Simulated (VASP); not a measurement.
Crystal: TaN.

```
CELL_PARAMETERS angstrom
0.00000 2.17900 2.17900
2.17900 0.00000 2.17900
2.17900 2.17900 0.00000
ATOMIC_POSITIONS crystal
Ta 0.50000 0.50000 0.50000
N 0.00000 0.00000 0.00000
```

Base run:

| Quantity | Value |
| --- | --- |
| Program | VASP 6.6.1 |
| Functional | RPBE |
| Potentials or basis | VASP PAW PBE potentials, release 64 (Ta_pv, N) |
| Cutoff | 520 eV |
| k mesh | 12 × 12 × 12 |
| Occupations | fermi-dirac, width 0.1 eV |
| Spin | no spin polarisation |

Its results: band gap on the k mesh zero (band 8 reaches 11.96 eV, above the bottom of band 9 at 7.79 eV); pressure 20.5 GPa.

Problem. After a change of settings the same cell gave: band gap on the k mesh zero (band 8 reaches 11.68 eV, above the bottom of band 9 at 7.48 eV); pressure 5.7 GPa. Which change was it?
A. functional from RPBE to PBEsol
B. functional from RPBE to BLYP; further incar settings from ALGO = Normal; EDIFF = 1e-07; NBANDS = 15 to ALGO = Normal; EDIFF = 1e-06; NBANDS = 15
C. functional from RPBE to PBE; further incar settings from ALGO = Normal; EDIFF = 1e-07; NBANDS = 15 to ALGO = Normal; EDIFF = 1e-06; NBANDS = 15

Solution. A.

PBEsol binds more tightly than RPBE, so the same cell stands under less pressure.

Caveats: the PAW data sets were made with another functional, which shifts forces and pressure a little; spin-orbit coupling is left out, which moves the levels of the heavy elements.
